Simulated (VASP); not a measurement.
The system is LuBeSi4.

```
Lu Be Si
1.0
     4.21245    0.00000    0.00000
     0.00000    4.21245    0.00000
     0.00000    0.00000    5.25331
Lu Be Si
1 1 4
Direct
  0.00000 0.00000 0.50000
  0.50000 0.50000 0.00000
  0.00000 0.50000 0.76579
  0.50000 0.00000 0.76579
  0.00000 0.50000 0.23421
  0.50000 0.00000 0.23421
```

The cell was generated, and may not be a known phase.

| Quantity | Value |
| --- | --- |
| Program | VASP 6.6.1 |
| Task | relaxation of cell and atoms |
| Functional | PBE |
| Potentials or basis | VASP PAW PBE potentials, release 64 (Lu, Be, Si) |
| Cutoff | 600 eV |
| k mesh | 4 × 4 × 4 |
| Occupations | gaussian, width 0.1 eV |
| Spin | no spin polarisation |

At the start: pressure 17.0 GPa; volume 15.54 Å³/atom.

**Question.** Where does the relaxation end?

**Answer.** Over 17 steps the energy falls by 607.7 meV/atom and the volume is 16.51 Å³/atom (+6.2 %); space group P4/mmm (No. 123, to 0.1 Å) before and after.

Step by step:
```csv
step,energy change (eV),largest force (eV/Å),pressure (GPa),volume (Å³)
1,0.0000,2.2532,16.96,93.22
2,-1.8154,1.2509,-4.64,117.01
3,-1.8178,1.2266,-4.97,117.84
4,-2.5485,0.5440,-3.82,113.43
5,-2.8937,0.3811,-2.00,109.30
6,-2.2728,3.5408,7.32,100.50
7,-2.9164,0.9354,-0.74,107.75
8,-3.4052,0.6809,-0.99,103.81
9,-2.8273,0.8250,11.70,90.57
10,-3.5548,0.5266,-0.02,100.02
11,-3.5790,0.5093,1.15,98.29
12,-3.5804,0.5241,0.82,98.64
13,-3.6273,0.1716,-1.22,100.79
14,-3.6276,0.1443,-1.40,100.98
15,-3.6413,0.0074,0.65,98.41
16,-3.6424,0.0240,0.27,98.93
17,-3.6462,0.0031,0.09,99.04
```

Final structure:
```xyz
6
Lattice="3.6984 0.0000 0.0000 0.0000 3.6984 0.0000 0.0000 0.0000 7.2406" Properties=species:S:1:pos:R:3 pbc="T T T"
Lu    0.0000    0.0000    3.6203
Be    1.8492    1.8492    0.0000
Si    0.0000    1.8492    5.8248
Si    1.8492    0.0000    5.8248
Si    0.0000    1.8492    1.4158
Si    1.8492    0.0000    1.4158
```

Caveat: the k points lie up to 0.42 Å⁻¹ apart in the final cell, too coarse for converged energies and pressures of a metal; a cell axis changed by over 15 % at a fixed basis, so the end point is rough; an odd number of electrons without spin polarisation forces a metal; a magnetic or distorted state may lie lower.
